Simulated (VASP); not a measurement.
The system is Rh.

```
CELL_PARAMETERS angstrom
1.50500 1.50500 1.50500
-1.50500 1.50500 1.50500
-1.50500 -1.50500 1.50500
ATOMIC_POSITIONS crystal
Rh 0.00000 0.00000 0.00000
```

* Program: VASP 6.6.1
* Task: relaxation of cell and atoms
* Functional: PBEsol
* Potentials or basis: VASP PAW PBE potentials, release 64 (Rh_pv)
* Cutoff: 600 eV
* k mesh: 20 × 20 × 20
* Occupations: gaussian, width 0.05 eV
* Spin: no spin polarisation

At the start: pressure 4.9 GPa; volume 13.64 Å³/atom.

Question: How do energy, volume and symmetry change on relaxing?

Answer: Over 3 steps the energy falls by 3.6 meV/atom and the volume is 13.88 Å³/atom (+1.8 %); space group Im-3m (No. 229, to 0.05 Å).

Step by step:
```tsv
step	energy change (eV)	largest force (eV/Å)	pressure (GPa)	volume (Å³)
1	0.0000	0.0000	4.90	13.64
2	0.0166	0.0000	-10.31	14.47
3	-0.0036	0.0000	-0.04	13.88
```

Final structure:
```cif
data_structure
_symmetry_space_group_name_H-M 'P 1'
_symmetry_Int_Tables_number 1
_cell_length_a 2.6221
_cell_length_b 2.6221
_cell_length_c 2.6221
_cell_angle_alpha 70.529
_cell_angle_beta 109.471
_cell_angle_gamma 70.529
_cell_volume 13.88
loop_
_atom_site_label
_atom_site_type_symbol
_atom_site_fract_x
_atom_site_fract_y
_atom_site_fract_z
_atom_site_occupancy
Rh1 Rh 0.00000 0.00000 0.00000 1
```

Caveat: the PAW data sets were made with another functional, which shifts forces and pressure a little.
